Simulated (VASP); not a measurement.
# PtSe2 (P4_2/mnm) in VASP: further runs

PtSe2 is run at these levels: PBE, r2SCAN; tasks: single point.

All numbers are computed with VASP 6.6.1; they aren't measurements. Logs are shortened: lines on timing, memory, paths and dates and some standing lists are left out, and cuts for length are marked.

## 1. The cell of the first run

The structure is tetragonal, space group P4_2/mnm (No. 136). The conventional cell has a = 5.858 Å, b = 5.858 Å, c = 4.048 Å, α = 90.00°, β = 90.00°, γ = 90.00°. Pt (site symmetry mmm) has 6 Se at 2.56 to 2.57 Å within 3.4 Å. Within 3.4 Å of Se (site symmetry m2m) lie 3 Pt at 2.56 to 2.57 Å and 1 Se at 3.15 Å.

## 2. Single point, PBE (23.16 Å³/atom)

INCAR reads:

```
  ALGO = Normal
  EDIFF = 1E-6
  ENCUT = 520
  GGA = PE
  ISIF = 2
  ISMEAR = -1
  LASPH = T
  LCHARG = F
  LREAL = F
  LWAVE = F
  NBANDS = 31
  NELM = 60
  PREC = Accurate
  SIGMA = 0.02
```

KPOINTS reads:

```
k-points
0
Gamma
  4 4 6
```

POSCAR reads:

```
PtSe2
1.0
    5.8582805187      0.0000000000      0.0000000000
    0.0000000000      5.8582805187      0.0000000000
    0.0000000000      0.0000000000      4.0483060859
Pt Se
2 4
Direct
    0.0000000000      0.0000000000      0.0000000000
    0.5000000000      0.5000000000      0.5000000000
    0.3100953199      0.3100953199      0.0000000000
    0.1899046801      0.8100953199      0.5000000000
    0.8100953199      0.1899046801      0.5000000000
    0.6899046801      0.6899046801      0.0000000000
```

Potentials or basis: VASP PAW PBE potentials, release 64 (Pt, Se).

The run is started by

```console
> cat potpaw_PBE.64/Pt/POTCAR potpaw_PBE.64/Se/POTCAR > POTCAR
> mpirun -np 1 vasp_std > vasp.out
```

OUTCAR:

```text
EDIFF = 1E-6
   ENCUT = 520
   GGA = PE
   ISIF = 2
   ISMEAR = -1
   LASPH = T
   LREAL = F
   NELM = 60
   PREC = Accurate

 ion  position               nearest neighbor table
   1  0.000  0.000  0.000-   4 2.56   5 2.56   4 2.56   5 2.56   3 2.57   6 2.57
   2  0.500  0.500  0.500-   3 2.56   6 2.56   3 2.56   6 2.56   5 2.57   4 2.57
   3  0.310  0.310  0.000-   2 2.56   2 2.56   1 2.57
   4  0.190  0.810  0.500-   1 2.56   1 2.56   2 2.57
   5  0.810  0.190  0.500-   1 2.56   1 2.56   2 2.57
   6  0.690  0.690  0.000-   2 2.56   2 2.56   1 2.57

  LATTYP: Found a simple tetragonal cell.
 ALAT       =     5.8582805187
 C/A-ratio  =     0.6910399857

  Lattice vectors:

 A1 = (   5.8582805187,   0.0000000000,   0.0000000000)
 A2 = (   0.0000000000,   5.8582805187,   0.0000000000)
 A3 = (   0.0000000000,   0.0000000000,   4.0483060859)

Analysis of symmetry for initial positions (statically):
=====================================================================
 Subroutine PRICEL returns:
 Original cell was already a primitive cell.

 Routine SETGRP: Setting up the symmetry group for a
 simple tetragonal supercell.

 Subroutine GETGRP returns: Found 16 space group operations
 (whereof  8 operations were pure point group operations)
 out of a pool of 16 trial point group operations.

The static configuration has the point symmetry D_2h.
 The point group associated with its full space group is D_4h.

Analysis of symmetry for dynamics (positions and initial velocities):
=====================================================================
 Subroutine PRICEL returns:
 Original cell was already a primitive cell.

 Routine SETGRP: Setting up the symmetry group for a
 simple tetragonal supercell.

 Subroutine GETGRP returns: Found 16 space group operations
 (whereof  8 operations were pure point group operations)
 out of a pool of 16 trial point group operations.

The dynamic configuration has the point symmetry D_2h.
 The point group associated with its full space group is D_4h.

 Subroutine INISYM returns: Found 16 space group operations
 (whereof  8 operations are pure point group operations),
 and found     1 'primitive' translations

----------------------------------------------------------------------------------------

                                     Primitive cell

  volume of cell :     138.9356

  direct lattice vectors                    reciprocal lattice vectors
     5.858280519  0.000000000  0.000000000     0.170698552  0.000000000  0.000000000
     0.000000000  5.858280519  0.000000000     0.000000000  0.170698552  0.000000000
     0.000000000  0.000000000  4.048306086     0.000000000  0.000000000  0.247016895

  length of vectors
     5.858280519  5.858280519  4.048306086     0.170698552  0.170698552  0.247016895

  position of ions in fractional coordinates (direct lattice)
     0.000000000  0.000000000  0.000000000
     0.500000000  0.500000000  0.500000000
     0.310095320  0.310095320  0.000000000
     0.189904680  0.810095320  0.500000000
     0.810095320  0.189904680  0.500000000
     0.689904680  0.689904680  0.000000000

  ion indices of the primitive-cell ions
   primitive index   ion index
                 1           1
                 2           2
                 3           3
                 4           4
                 5           5
                 6           6

----------------------------------------------------------------------------------------

 KPOINTS: k-points

Automatic generation of k-mesh.
 Grid dimensions read from file:
 generate k-points for:    4    4    6

 Generating k-lattice:

  Cartesian coordinates                     Fractional coordinates (reciprocal lattice)
     0.042674638  0.000000000  0.000000000     0.250000000  0.000000000  0.000000000
     0.000000000  0.042674638  0.000000000     0.000000000  0.250000000  0.000000000
     0.000000000  0.000000000  0.041169483     0.000000000  0.000000000  0.166666667

  Length of vectors
     0.042674638  0.042674638  0.041169483

  Shift w.r.t. Gamma in fractional coordinates (k-lattice)
     0.000000000  0.000000000  0.000000000

 Subroutine IBZKPT returns following result:
 ===========================================

 Found     24 irreducible k-points:

 Following reciprocal coordinates:
            Coordinates               Weight
  0.000000  0.000000  0.000000      1.000000
  0.250000  0.000000  0.000000      4.000000
  0.500000  0.000000  0.000000      2.000000
  0.250000  0.250000  0.000000      4.000000
  0.500000  0.250000  0.000000      4.000000
  0.500000  0.500000  0.000000      1.000000
[... 16 lines left out ...]
  0.500000  0.250000  0.500000      4.000000
  0.500000  0.500000  0.500000      1.000000
   k-points           NKPTS =     24   k-points in BZ     NKDIM =     24   number of bands    NBANDS=     31
   number of dos      NEDOS =    301   number of ions     NIONS =      6
   total plane-waves  NPLWV =  69120
   dimension x,y,z NGX =    48 NGY =   48 NGZ =   30
   dimension x,y,z NGXF=    96 NGYF=   96 NGZF=   60
   ions per type =               2   4
   NGX,Y,Z   is equivalent  to a cutoff of  13.62, 13.62, 12.32 a.u.
   NGXF,Y,Z  is equivalent  to a cutoff of  27.24, 27.24, 24.64 a.u.
 SYSTEM =  unknown system
   PREC   = accura    normal or accurate (medium, high low for compatibility)
   ISTART =      0    job   : 0-new  1-cont  2-samecut
   ICHARG =      2    charge: 1-file 2-atom 10-const
   ISPIN  =      1    spin polarized calculation?
   LNONCOLLINEAR =      F non collinear calculations
   LSORBIT =      F    spin-orbit coupling
   LASPH  =      T    aspherical Exc in radial PAW
   ENCUT  =  520.0 eV  38.22 Ry    6.18 a.u.  10.89 10.89  7.53*2*pi/ulx,y,z
   NELM   =     60;   NELMIN=  2; NELMDL= -5     # of ELM steps
   EDIFF  = 0.1E-05   stopping-criterion for ELM
   LREAL  =      F    real-space projection
[... 7 lines left out ...]
   TEBEG  =    0.0;   TEEND  =   0.0 temperature during run
   PSTRESS=    0.0 pullay stress
   NELECT =      44.0000    total number of electrons
   NUPDOWN=      -1.0000    fix difference up-down
   EMIN   =  10.00;   EMAX   =-10.00  energy-range for DOS
   EFERMI =   0.00;   METHOD = LEGACY
   ISMEAR =    -1;   SIGMA  =   0.02  broadening in eV -4-tet -1-fermi 0-gaus
   EFERMI_NEDOS =   21; number of points for ismear=-14 and -15
   IALGO  =     38    algorithm
   IMIX   =      4    mixing-type and parameters
     AMIX     =   0.40;   BMIX     =  1.00
     AMIX_MAG =   1.60;   BMIX_MAG =  1.00
  volume/ion in A,a.u.               =      23.16       156.26
  Fermi-wavevector in a.u.,A,eV,Ry     =   1.115889  2.108725 16.942100  1.245209
  Thomas-Fermi vector in A             =   2.252498
   LORBIT       =      0    0 simple, 1 ext, 2 COOP (PROOUT), +10 PAW based schemes
   GGA     = PE    functional components
   LHFCALC =     F    Hartree Fock is set to
   AEXX    =    0.0000 exact exchange contribution
   IVDW    =     0    specifies the selected vdW correction
   LEPSILON=     F    determine dielectric tensor
   LRPA    =     F    only Hartree local field effects (RPA)
 non-spin polarized calculation
  energy-cutoff  :      520.00
  volume of cell :      138.94
 maximum number of plane-waves:      3768
 NGX is ok and might be reduce to    48
   NGX = 21   NGY = 21   NGZ = 15

 number of electron      43.9999993 magnetization

 Free energy of the ion-electron system (eV)
  ---------------------------------------------------
  ext. energy  EPLUGINS =         0.00000000
  ---------------------------------------------------
  free energy    TOTEN  =       -26.56062557 eV

  energy without entropy =      -26.54456947  energy(sigma->0) =      -26.55259752

 E-fermi :   4.2895     XC(G=0):  -9.9768

 val. band max:        4.2639050481   @ k =   0.2500   0.2500   0.1667
 cond. band min:       4.2920421660   @ k =   0.5000   0.2500   0.0000
 fundamental gap:      0.0281371179
 Fermi energy:         4.2895297396

 k-point     1 :       0.0000    0.0000    0.0000
  band No.  band energies     occupation
      1     -10.0004      2.00000
      2      -8.5656      2.00000
      3      -8.1057      2.00000
      4      -8.1057      2.00000
      5      -2.7053      2.00000
      6      -1.7434      2.00000
[... 23 lines left out ...]
     30       9.2899      0.00000
     31      10.6753      0.00000

 k-point     2 :       0.2500    0.0000    0.0000
  band No.  band energies     occupation
      1      -9.8305      2.00000
      2      -8.8173      2.00000
      3      -8.1388      2.00000
      4      -8.1170      2.00000
      5      -2.2324      2.00000
      6      -1.5698      2.00000
[... 23 lines left out ...]
     30       9.7973      0.00000
     31      11.4222      0.00000

 k-point     3 :       0.5000    0.0000    0.0000
  band No.  band energies     occupation
      1      -9.3708      2.00000
      2      -9.3708      2.00000
      3      -8.1389      2.00000
      4      -8.1389      2.00000
      5      -1.4599      2.00000
      6      -1.4599      2.00000
[... 23 lines left out ...]
     30      10.2427      0.00000
     31      12.2073      0.00000

 k-point     4 :       0.2500    0.2500    0.0000
  band No.  band energies     occupation
      1      -9.6899      2.00000
      2      -8.9547      2.00000
      3      -8.1751      2.00000
      4      -8.1505      2.00000
      5      -2.2222      2.00000
      6      -1.3953      2.00000
[... 635 lines left out ...]
     30      11.9603      0.00000
     31      12.6113      0.00000

 k-point    23 :       0.5000    0.2500    0.5000
  band No.  band energies     occupation
      1      -8.6816      2.00000
      2      -8.6816      2.00000
      3      -8.3711      2.00000
      4      -8.3711      2.00000
      5      -1.8268      2.00000
      6      -1.8268      2.00000
[... 23 lines left out ...]
     30      11.0382      0.00000
     31      12.9049      0.00000

 k-point    24 :       0.5000    0.5000    0.5000
  band No.  band energies     occupation
      1      -8.7164      2.00000
      2      -8.7164      2.00000
      3      -8.3117      2.00000
      4      -8.3117      2.00000
      5      -1.9724      2.00000
      6      -1.9724      2.00000
[... 23 lines left out ...]
     30      10.4221      0.00000
     31      12.4746      0.00000

------------------------ aborting loop because EDIFF is reached ----------------------------------------

  FORCE on cell =-STRESS in cart. coord.  units (eV):
  Direction    XX          YY          ZZ          XY          YZ          ZX
  --------------------------------------------------------------------------------------
  -------------------------------------------------------------------------------------
  Total       -2.1303000     -2.1303000     -2.9846290      0.0000000      0.0000000      0.0000000
  in kB      -24.5661827    -24.5661827    -34.4181303      0.0000000      0.0000000      0.0000000
  external PRESSURE =     -27.8501652 kB  Pullay stress =       0.0000000 kB

 VOLUME and BASIS-vectors are now :
 -----------------------------------------------------------------------------
  energy-cutoff  :      520.00
  volume of cell :      138.94
      direct lattice vectors                 reciprocal lattice vectors
     5.858280519  0.000000000  0.000000000     0.170698552  0.000000000  0.000000000
     0.000000000  5.858280519  0.000000000     0.000000000  0.170698552  0.000000000
     0.000000000  0.000000000  4.048306086     0.000000000  0.000000000  0.247016895

 POSITION                                       TOTAL-FORCE (eV/Angst)
 -----------------------------------------------------------------------------------
      0.00000      0.00000      0.00000         0.000000     -0.000000      0.000000
      2.92914      2.92914      2.02415         0.000000     -0.000000      0.000000
      1.81663      1.81663      0.00000         0.051892      0.051892      0.000000
      1.11251      4.74577      2.02415        -0.051892      0.051892      0.000000
      4.74577      1.11251      2.02415         0.051892     -0.051892      0.000000
      4.04166      4.04166      0.00000        -0.051892     -0.051892      0.000000
 -----------------------------------------------------------------------------------
    total drift:                                0.000000     -0.000000     -0.000000

  FREE ENERGIE OF THE ION-ELECTRON SYSTEM (eV)
  ---------------------------------------------------
  free  energy   TOTEN  =       -26.5606255672 eV

  energy  without entropy=      -26.5445694683  energy(sigma->0) =      -26.55259752
```

It took 42 s on 1 thread of Intel Xeon 6975P-C (Granite Rapids), shared host; peak memory 0.28 GiB.

Results:

* Free energy: -26.5606 eV
* Pressure: -2.8 GPa
* Largest force: 0.073 eV/Å
* Band gap on the k mesh: zero (bands 22 and 23 overlap by 0.39 eV)

Forces in eV/Å, atoms in the order of the input:
```
Pt   0.000  0.000  0.000
Pt   0.000  0.000  0.000
Se   0.052  0.052  0.000
Se  -0.052  0.052  0.000
Se   0.052 -0.052  0.000
Se  -0.052 -0.052  0.000
```

Stress tensor (GPa, compression positive):
```
-2.46  0.00  0.00
 0.00 -2.46  0.00
 0.00  0.00 -3.44
```

Caveat: the structure was generated, so it needn't be the stable form of PtSe2; spin-orbit coupling is left out, which moves the levels of the heavy elements.

## 3. Single point, PBE (23.83 Å³/atom)

This run uses another cell than the first one, of 23.83 Å³/atom.

INCAR reads:

```
PREC = Accurate ; ENCUT = 520
EDIFF = 1E-6 ; ISMEAR = -1
SIGMA = 0.02 ; LREAL = False
LASPH = True ; NELM = 60
ALGO = Normal ; ISIF = 2
LWAVE = False ; LCHARG = True
GGA = PE ; LELF = True
LVHAR = True ; NBANDS = 31
```

KPOINTS reads:

```
regular mesh
0
Gamma
  4 4 6
```

POSCAR: that of step 2 with these lines changed.

```diff
@@ -2,5 +2,5 @@
 1.0
-    5.8582805187      0.0000000000      0.0000000000
-    0.0000000000      5.8582805187      0.0000000000
-    0.0000000000      0.0000000000      4.0483060859
+    5.9146135948      0.0000000000      0.0000000000
+    0.0000000000      5.9146135948      0.0000000000
+    0.0000000000      0.0000000000      4.0872344940
 Pt Se
```

Potentials or basis: VASP PAW PBE potentials, release 64 (Pt, Se).

The run is started by

```console
> cat potpaw_PBE.64/Pt/POTCAR potpaw_PBE.64/Se/POTCAR > POTCAR
> mpirun -np 1 vasp_std > vasp.out
```

OUTCAR:

```text
PREC = Accurate
   ENCUT = 520
   EDIFF = 1E-6
   ISMEAR = -1
   LREAL = False
   LASPH = True
   NELM = 60
   ISIF = 2
   GGA = PE

 ion  position               nearest neighbor table
   1  0.000  0.000  0.000-   4 2.59   5 2.59   4 2.59   5 2.59   3 2.59   6 2.59
   2  0.500  0.500  0.500-   3 2.59   6 2.59   3 2.59   6 2.59   5 2.59   4 2.59
   3  0.310  0.310  0.000-   2 2.59   2 2.59   1 2.59
   4  0.190  0.810  0.500-   1 2.59   1 2.59   2 2.59
   5  0.810  0.190  0.500-   1 2.59   1 2.59   2 2.59
   6  0.690  0.690  0.000-   2 2.59   2 2.59   1 2.59

  LATTYP: Found a simple tetragonal cell.
 ALAT       =     5.9146135948
 C/A-ratio  =     0.6910399857

  Lattice vectors:

 A1 = (   5.9146135948,   0.0000000000,   0.0000000000)
 A2 = (   0.0000000000,   5.9146135948,   0.0000000000)
 A3 = (   0.0000000000,   0.0000000000,   4.0872344940)

Analysis of symmetry for initial positions (statically):
=====================================================================
 Subroutine PRICEL returns:
 Original cell was already a primitive cell.

[... 181 lines left out ...]
 cond. band min:       3.9685205076   @ k =   0.5000   0.2500   0.1667
 fundamental gap:      0.0052095223
 Fermi energy:         3.9648591144

 k-point     1 :       0.0000    0.0000    0.0000
  band No.  band energies     occupation
      1     -10.1302      2.00000
      2      -8.7698      2.00000
      3      -8.3536      2.00000
      4      -8.3536      2.00000
      5      -2.8163      2.00000
      6      -1.8555      2.00000
[... 805 lines left out ...]
     30      10.1286      0.00000
     31      12.1344      0.00000

------------------------ aborting loop because EDIFF is reached ----------------------------------------

  FORCE on cell =-STRESS in cart. coord.  units (eV):
  Direction    XX          YY          ZZ          XY          YZ          ZX
  --------------------------------------------------------------------------------------
  -------------------------------------------------------------------------------------
  Total       -3.9893417     -3.9893417     -5.5987930      0.0000000      0.0000000      0.0000000
  in kB      -44.7022632    -44.7022632    -62.7368468      0.0000000      0.0000000      0.0000000
  external PRESSURE =     -50.7137911 kB  Pullay stress =       0.0000000 kB

 VOLUME and BASIS-vectors are now :
 -----------------------------------------------------------------------------
  energy-cutoff  :      520.00
  volume of cell :      142.98
      direct lattice vectors                 reciprocal lattice vectors
     5.914613595  0.000000000  0.000000000     0.169072752  0.000000000  0.000000000
     0.000000000  5.914613595  0.000000000     0.000000000  0.169072752  0.000000000
     0.000000000  0.000000000  4.087234494     0.000000000  0.000000000  0.244664210

 POSITION                                       TOTAL-FORCE (eV/Angst)
 -----------------------------------------------------------------------------------
      0.00000      0.00000      0.00000         0.000000      0.000000      0.000000
      2.95731      2.95731      2.04362         0.000000      0.000000      0.000000
      1.83409      1.83409      0.00000         0.096109      0.096109      0.000000
      1.12321      4.79140      2.04362        -0.096109      0.096109      0.000000
      4.79140      1.12321      2.04362         0.096109     -0.096109     -0.000000
      4.08052      4.08052      0.00000        -0.096109     -0.096109     -0.000000
 -----------------------------------------------------------------------------------
    total drift:                                0.000000     -0.000000     -0.000000

  FREE ENERGIE OF THE ION-ELECTRON SYSTEM (eV)
  ---------------------------------------------------
  free  energy   TOTEN  =       -26.4613861102 eV

  energy  without entropy=      -26.4450799250  energy(sigma->0) =      -26.45323302
```

stdout:

```text
POSCAR found type information on POSCAR PtSe
 POSCAR found :  2 types and       6 ions
 scaLAPACK will be used
 LDA part: xc-table for (Slater+PW92), standard interpolation
 POSCAR, INCAR and KPOINTS ok, starting setup
 FFT: planning ... GRIDC
 FFT: planning ... GRID_SOFT
 FFT: planning ... GRID
 WAVECAR not read
 entering main loop
```

Wall time 50 s (1 thread of Intel Xeon 6975P-C (Granite Rapids), shared host); peak memory 0.29 GiB.

What came out:

```yaml
Free_energy: -26.4614 eV
Pressure: -5.1 GPa
Largest_force: 0.136 eV/Å
Band_gap_on_the_k_mesh: zero (bands 22 and 23 overlap by 0.40 eV)
```

Forces on the atoms (eV/Å):
```
Pt   0.000  0.000  0.000
Pt   0.000  0.000  0.000
Se   0.096  0.096  0.000
Se  -0.096  0.096  0.000
Se   0.096 -0.096  0.000
Se  -0.096 -0.096  0.000
```

Levels at points of the mesh, in eV from the Fermi level:
```tsv
k point	band 19	band 20	band 21	band 22	band 23	band 24	band 25	band 26
(0.00, 0.00, 0.00)	-0.83	-0.51	0.20	0.20	0.46	1.87	2.26	2.26
(0.50, 0.00, 0.00)	-1.14	-1.14	-0.42	-0.42	1.84	1.84	1.98	1.98
(0.50, 0.50, 0.00)	-0.91	-0.91	-0.43	-0.43	0.32	0.32	2.14	2.14
(0.00, 0.00, 0.50)	-0.76	-0.76	0.01	0.01	0.10	0.10	0.66	0.66
(0.50, 0.00, 0.50)	-1.41	-1.41	-0.73	-0.73	0.01	0.01	2.94	2.94
(0.50, 0.50, 0.50)	-0.24	-0.24	-0.09	-0.09	0.79	0.79	0.80	0.80
```

Caveat: the cell stands under tension; the structure was generated, so it needn't be the stable form of PtSe2; spin-orbit coupling is left out, which moves the levels of the heavy elements.

(Continued in part 2 of 2.)

The gap in the log of VASP goes by the Fermi energy; the results here count the filled bands.